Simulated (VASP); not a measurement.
# GaN (P6_3mc) in VASP: relaxation of cell and atoms with r2SCAN

Aim: the relaxation of cell and atoms of GaN with r2SCAN.

All numbers are computed with VASP 6.6.1; they aren't measurements. Logs are shortened: lines on timing, memory, paths and dates and some standing lists are left out, and cuts for length are marked.

**1. The cell of the first run**

Symmetry: P6_3mc, No. 186, hexagonal system. Conventional cell: a = 3.217 Å, b = 3.217 Å, c = 10.495 Å, α = 90.00°, β = 90.00°, γ = 120.00°. Ga (site symmetry 3m) has 4 N at 1.97 Å within 2.6 Å. Within 2.6 Å of Ga (site symmetry 3m) lie 4 N at 1.97 Å. Within 2.6 Å of N (site symmetry 3m) lie 4 Ga at 1.97 Å. Within 2.6 Å of N (site symmetry 3m) lie 4 Ga at 1.97 Å.

**2. Relaxation of cell and atoms, r2SCAN**

The input, POSCAR:

```
GaN
1.0
    3.2171330139      0.0000000000      0.0000000000
   -1.6085665069      2.7861189174      0.0000000000
    0.0000000000      0.0000000000     10.4954066517
Ga N
4 4
Direct
    0.0000000000      0.0000000000     -0.0003500083
    0.3333333333      0.6666666667      0.2499403964
    0.0000000000      0.0000000000      0.4996499917
    0.6666666667      0.3333333333      0.7499403964
    0.0000000000      0.0000000000      0.1876293227
    0.3333333333      0.6666666667      0.4377802891
    0.0000000000      0.0000000000      0.6876293227
    0.6666666667      0.3333333333      0.9377802891
```

The input, INCAR.step1:

```
PREC = Accurate ; ENCUT = 600
ISMEAR = -1 ; SIGMA = 0.02
LREAL = F ; LASPH = T
NELM = 60 ; GGA = PE
ALGO = Normal ; EDIFF = 1E-4
LWAVE = T ; LCHARG = F
```

The input, INCAR.step2:

```
PREC = Accurate ; ENCUT = 600
EDIFF = 1E-6 ; ISMEAR = -1
SIGMA = 0.02 ; LREAL = F
LASPH = T ; NELM = 60
ALGO = Normal ; ISIF = 3
LWAVE = F ; LCHARG = F
METAGGA = R2SCAN ; LMIXTAU = T
IBRION = 2 ; NSW = 80
EDIFFG = -0.005 ; ISTART = 1
```

The input, KPOINTS:

```
regular mesh
0
Gamma
  12 12 2
```

Potentials or basis: VASP PAW PBE potentials, release 64 (Ga_d, N).

Launch:

```
> cat potpaw_PBE.64/Ga_d/POTCAR potpaw_PBE.64/N/POTCAR > POTCAR
> cp INCAR.step1 INCAR
> mpirun -np 1 vasp_std > vasp.out
> cp INCAR.step2 INCAR
> mpirun -np 1 vasp_std > vasp.out
```

OUTCAR:

```text
PREC = Accurate
   ENCUT = 600
   EDIFF = 1E-6
   ISMEAR = -1
   LREAL = F
   LASPH = T
   NELM = 60
   ISIF = 3
   METAGGA = R2SCAN
   IBRION = 2
   NSW = 80
   EDIFFG = -0.005
   ISTART = 1

 ion  position               nearest neighbor table
   1  0.000  0.000  1.000-   8 1.97   8 1.97   8 1.97   5 1.97
   2  0.333  0.667  0.250-   5 1.97   5 1.97   5 1.97   6 1.97
   3  0.000  0.000  0.500-   6 1.97   6 1.97   6 1.97   7 1.97
   4  0.667  0.333  0.750-   7 1.97   7 1.97   7 1.97   8 1.97
   5  0.000  0.000  0.188-   2 1.97   2 1.97   2 1.97   1 1.97
   6  0.333  0.667  0.438-   3 1.97   3 1.97   3 1.97   2 1.97
   7  0.000  0.000  0.688-   4 1.97   4 1.97   4 1.97   3 1.97
   8  0.667  0.333  0.938-   1 1.97   1 1.97   1 1.97   4 1.97

  LATTYP: Found a hexagonal cell.
 ALAT       =     3.2171330139
 C/A-ratio  =     3.2623477507

  Lattice vectors:

 A1 = (   3.2171330139,   0.0000000000,   0.0000000000)
 A2 = (  -1.6085665069,   2.7861189174,   0.0000000000)
 A3 = (   0.0000000000,   0.0000000000,  10.4954066517)

Analysis of symmetry for initial positions (statically):
=====================================================================
 Subroutine PRICEL returns:
 Original cell was already a primitive cell.

 Routine SETGRP: Setting up the symmetry group for a
 hexagonal supercell.

 Subroutine GETGRP returns: Found 12 space group operations
 (whereof  6 operations were pure point group operations)
 out of a pool of 24 trial point group operations.

The static configuration has the point symmetry C_3v.
 The point group associated with its full space group is C_6v.

Analysis of symmetry for dynamics (positions and initial velocities):
=====================================================================
 Subroutine PRICEL returns:
 Original cell was already a primitive cell.

 Routine SETGRP: Setting up the symmetry group for a
 hexagonal supercell.

 Subroutine GETGRP returns: Found 12 space group operations
 (whereof  6 operations were pure point group operations)
 out of a pool of 24 trial point group operations.

The dynamic configuration has the point symmetry C_3v.
 The point group associated with its full space group is C_6v.

 Subroutine INISYM returns: Found 12 space group operations
 (whereof  6 operations are pure point group operations),
 and found     1 'primitive' translations

----------------------------------------------------------------------------------------

[... 113 lines left out ...]
   TEBEG  =    0.0;   TEEND  =   0.0 temperature during run
   PSTRESS=    0.0 pullay stress
   NELECT =      72.0000    total number of electrons
   NUPDOWN=      -1.0000    fix difference up-down
   EMIN   =  10.00;   EMAX   =-10.00  energy-range for DOS
   EFERMI =   0.00;   METHOD = LEGACY
   ISMEAR =    -1;   SIGMA  =   0.02  broadening in eV -4-tet -1-fermi 0-gaus
   EFERMI_NEDOS =   21; number of points for ismear=-14 and -15
   IALGO  =     38    algorithm
   IMIX   =      4    mixing-type and parameters
     AMIX     =   0.40;   BMIX     =  1.00
     AMIX_MAG =   1.60;   BMIX_MAG =  1.00
  volume/ion in A,a.u.               =      11.76        79.36
  Fermi-wavevector in a.u.,A,eV,Ry     =   1.497487  2.829840 30.510614  2.242467
  Thomas-Fermi vector in A             =   2.609368
   LORBIT       =      0    0 simple, 1 ext, 2 COOP (PROOUT), +10 PAW based schemes
   METAGGA = R2SCAN    functional components
   LHFCALC =     F    Hartree Fock is set to
   AEXX    =    0.0000 exact exchange contribution
   IVDW    =     0    specifies the selected vdW correction
   LEPSILON=     F    determine dielectric tensor
   LRPA    =     F    only Hartree local field effects (RPA)
 conjugate gradient relaxation of ions
 non-spin polarized calculation
  energy-cutoff  :      600.00
  volume of cell :       94.07
 maximum number of plane-waves:      3174
 NGX is ok and might be reduce to    28
   NGX = 13   NGY = 13   NGZ = 41

--------------------------------------- Ionic step        1  -------------------------------------------

 number of electron      71.9999991 magnetization

 Free energy of the ion-electron system (eV)
  ---------------------------------------------------
  ext. energy  EPLUGINS =         0.00000000
  ---------------------------------------------------
  free energy    TOTEN  =       -87.58058180 eV

  energy without entropy =      -87.58058180  energy(sigma->0) =      -87.58058180

------------------------ aborting loop because EDIFF is reached ----------------------------------------

  FORCE on cell =-STRESS in cart. coord.  units (eV):
  Direction    XX          YY          ZZ          XY          YZ          ZX
  --------------------------------------------------------------------------------------
  -------------------------------------------------------------------------------------
  Total       -3.0337300     -3.0337300     -3.0349747     -0.0000000      0.0000000      0.0000000
  in kB      -51.6677532    -51.6677532    -51.6889505     -0.0000000      0.0000000      0.0000000
  external PRESSURE =     -51.6748189 kB  Pullay stress =       0.0000000 kB
[... 71 lines left out ...]
--------------------------------------- Ionic step        3  -------------------------------------------

 number of electron      71.9999980 magnetization

 Free energy of the ion-electron system (eV)
  ---------------------------------------------------
  ext. energy  EPLUGINS =         0.00000000
  ---------------------------------------------------
  free energy    TOTEN  =       -87.62380289 eV

  energy without entropy =      -87.62380289  energy(sigma->0) =      -87.62380289

 E-fermi :   5.4709     XC(G=0): -12.6352

 val. band max:        5.0328136644   @ k =   0.0000   0.0000   0.0000
 cond. band min:       7.2435004333   @ k =   0.0000   0.0000   0.0000
 fundamental gap:      2.2106867689
 Fermi energy:         5.4708898665

 k-point     1 :       0.0000    0.0000    0.0000
  band No.  band energies     occupation
      1     -11.7187      2.00000
      2     -11.1594      2.00000
      3     -11.1447      2.00000
      4     -10.7324      2.00000
      5      -8.7968      2.00000
      6      -8.7901      2.00000
[... 1093 lines left out ...]
     42      12.8151      0.00000
     43      14.0656      0.00000

 [... further k-points ...]

------------------------ aborting loop because EDIFF is reached ----------------------------------------

  FORCE on cell =-STRESS in cart. coord.  units (eV):
  Direction    XX          YY          ZZ          XY          YZ          ZX
  --------------------------------------------------------------------------------------
  -------------------------------------------------------------------------------------
  Total        0.0194156      0.0194156     -0.0055685      0.0000000      0.0000000      0.0000000
  in kB        0.3400548      0.3400548     -0.0975291      0.0000000      0.0000000      0.0000000
  external PRESSURE =       0.1941935 kB  Pullay stress =       0.0000000 kB
[... 23 lines left out ...]
  FREE ENERGIE OF THE ION-ELECTRON SYSTEM (eV)
  ---------------------------------------------------
  free  energy   TOTEN  =       -87.6238028940 eV

  energy  without entropy=      -87.6238028940  energy(sigma->0) =      -87.62380289

 reached required accuracy - stopping structural energy minimisation
```

OUTCAR.step1:

```text
PREC = Accurate
   ENCUT = 600
   ISMEAR = -1
   LREAL = F
   LASPH = T
[... 1350 lines left out ...]
      0.00000      0.00000      1.96925        -0.000000      0.000000     -0.000164
     -0.00000      1.85741      4.59468        -0.000000      0.000000     -0.000197
      0.00000      0.00000      7.21695         0.000000     -0.000000     -0.000164
      1.60857      0.92871      9.84239         0.000000     -0.000000     -0.000197
 -----------------------------------------------------------------------------------
    total drift:                                0.000000      0.000000      0.002575

  FREE ENERGIE OF THE ION-ELECTRON SYSTEM (eV)
  ---------------------------------------------------
  free  energy   TOTEN  =       -48.6422591196 eV

  energy  without entropy=      -48.6422591196  energy(sigma->0) =      -48.64225912
```

OSZICAR.step1:

```text
N       E                     dE             d eps       ncg     rms          rms(c)
DAV:   1     0.797549261367E+03    0.79755E+03   -0.37105E+04  3653   0.337E+03
DAV:   2     0.107957296956E+03   -0.68959E+03   -0.66786E+03  3412   0.744E+02
DAV:   3    -0.434604496483E+02   -0.15142E+03   -0.14685E+03  3828   0.235E+02
DAV:   4    -0.560909984000E+02   -0.12631E+02   -0.12544E+02  4161   0.689E+01
DAV:   5    -0.564746471418E+02   -0.38365E+00   -0.38267E+00  4184   0.123E+01    0.152E+01
DAV:   6    -0.483571769316E+02    0.81175E+01   -0.31140E+01  6001   0.584E+01    0.416E+00
DAV:   7    -0.486846767084E+02   -0.32750E+00   -0.42227E+00  3606   0.128E+01    0.380E+00
DAV:   8    -0.486546500575E+02    0.30027E-01   -0.37031E-01  4968   0.727E+00    0.113E+00
DAV:   9    -0.486409134217E+02    0.13737E-01   -0.10706E-01  5127   0.439E+00    0.442E-01
DAV:  10    -0.486421389295E+02   -0.12255E-02   -0.10618E-02  4101   0.125E+00    0.270E-01
DAV:  11    -0.486422419728E+02   -0.10304E-03   -0.23863E-03  4438   0.753E-01    0.661E-02
DAV:  12    -0.486422591196E+02   -0.17147E-04   -0.50794E-04  3522   0.366E-01
   1 F= -.48642259E+02 E0= -.48642259E+02  d E =-.199801E-11
```

Wall time 51 min (1 thread of Oxide Virtual Turin-like, shared host); peak memory 0.33 GiB.

Results:

- Free energy: -87.6238 eV
- Relaxed volume: 11.43 Å³/atom
- Relaxed cell: a = 3.187 Å, b = 3.187 Å, c = 10.398 Å, α = 90.00°, β = 90.00°, γ = 120.00°
- Space group after relaxing (to 0.1 Å): P6_3mc (No. 186)
- Energy gained by relaxing: 5.4 meV/atom
- Ionic steps: 3
- Pressure after relaxing: 0.0 GPa
- Largest force after relaxing: 0.005 eV/Å
- Band gap on the k mesh: 2.21 eV

Forces on the atoms (eV/Å):
```
Ga   0.000  0.000  0.002
Ga   0.000  0.000  0.005
Ga   0.000  0.000  0.002
Ga   0.000  0.000  0.005
N    0.000  0.000 -0.004
N    0.000  0.000 -0.003
N    0.000  0.000 -0.004
N    0.000  0.000 -0.003
```

Step by step:
| step | energy change (eV) | largest force (eV/Å) | pressure (GPa) | volume (Å³) |
| --- | --- | --- | --- | --- |
| 1 | 0.0000 | 0.0092 | -5.17 | 94.07 |
| 2 | -0.0005 | 0.0170 | 5.70 | 89.00 |
| 3 | -0.0432 | 0.0048 | 0.02 | 91.48 |

Final structure:
```
Ga N
1.0
     3.18726    0.00000    0.00000
    -1.59363    2.76025    0.00000
     0.00000    0.00000   10.39791
Ga N
4 4
Direct
  0.00000 0.00000 0.99963
  0.33333 0.66667 0.24993
  0.00000 0.00000 0.49963
  0.66667 0.33333 0.74993
  0.00000 0.00000 0.18765
  0.33333 0.66667 0.43779
  0.00000 0.00000 0.68765
  0.66667 0.33333 0.93779
```

Caveat: the PAW data sets were made with another functional, which shifts forces and pressure a little.
